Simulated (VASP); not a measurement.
Runs of VASP 6.6.1 on GaN. The structure is that of space group Fm-3m (No. 225), or close to it. The cells are those of the table. 

```csv
task,level,potentials or basis,cell,k mesh,cutoff (eV),smearing,gap on the mesh (eV),pressure (GPa)
single point,PBEsol,"VASP PAW PBE potentials, release 64 (Ga_d, N)","a = 2.984 Å, angles 60.0°, 2 atoms",10 × 10 × 10,520,fermi-dirac 0.02 eV,0.57,0.5
single point,LDA,"VASP PAW LDA potentials, release 64 (Ga_d, N)","a = 2.982 Å, angles 60.0°, 2 atoms",10 × 10 × 10,520,gaussian 0.01 eV,0.48,-4.8
single point,PBE,"VASP PAW PBE potentials, release 64 (Ga_d, N)","a = 3.018 Å, angles 60.0°, 2 atoms",10 × 10 × 10,520,fermi-dirac 0.02 eV,0.44,0.8
single point,LDA,"VASP PAW LDA potentials, release 64 (Ga_d, N)","a = 2.956 Å, angles 60.0°, 2 atoms",10 × 10 × 10,520,fermi-dirac 0.02 eV,0.65,1.4
dielectric tensor,PBE,"VASP PAW PBE potentials, release 64 (Ga_d, N)","a = 2.982 Å, angles 60.0°, 2 atoms",8 × 8 × 8,520,gaussian 0.01 eV,0.65,-
relaxation of cell and atoms,LDA,"VASP PAW LDA potentials, release 64 (Ga_d, N)","relaxed from a = 3.018 Å, angles 60.0°, 2 atoms",10 × 10 × 10,600,fermi-dirac 0.02 eV,(b),0.0
single point,r2SCAN,"VASP PAW PBE potentials, release 64 (Ga_d, N)","a = 2.982 Å, angles 60.0°, 2 atoms",10 × 10 × 10,520,fermi-dirac 0.02 eV,(a),1.4
```

Alike in all rows: no spin polarisation.

**Question.** Fill in the values left out.

**Answer.** (a) 1.18; (b) 0.61.

Caveats: the PAW data sets were made with another functional, which shifts forces and pressure a little (some runs); the gap is small at this level, which inflates the dielectric constant (some runs).

A k mesh can miss the band edges, and the runs leave out spin-orbit coupling on Ga.
